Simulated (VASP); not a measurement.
Here is a VASP 6.6.1 calculation.

INCAR

```
PREC = Accurate
ENCUT = 520
EDIFF = 1E-8
ISMEAR = -1
SIGMA = 0.02
LREAL = F
LASPH = T
NELM = 100
ALGO = Normal
ISIF = 2
LWAVE = F
LCHARG = F
GGA = CA
LEFG = T
NBANDS = 15
```

KPOINTS

```
Automatic mesh
0
Gamma
  12 12 10
```

File POSCAR:

```
TaN
1.0
    2.9182801511      0.0000000000      0.0000000000
   -1.4591400756      2.5273047463      0.0000000000
    0.0000000000      0.0000000000      2.8636504237
Ta N
1 1
Direct
    0.3333333333      0.6666666667      0.5000000000
    0.0000000000      0.0000000000      0.0000000000
```

Potentials or basis: VASP PAW LDA potentials, release 64 (Ta_pv, N).

Launch:

```console
$ cat potpaw_LDA.64/Ta_pv/POTCAR potpaw_LDA.64/N/POTCAR > POTCAR
$ mpirun -np 1 vasp_std > vasp.out
```

(1) What does it give for the band gap on the k mesh?

(2) Predict the pressure.

Results:

(1) zero (band 8 reaches 8.71 eV, above the bottom of band 9 at 8.20 eV).

(2) -2.6 GPa.

Caveat: without QUAD_EFG the Cq values of the log hold for a quadrupole moment of 1 mb, not for the nuclei; spin-orbit coupling is left out, which moves the levels of the heavy elements.
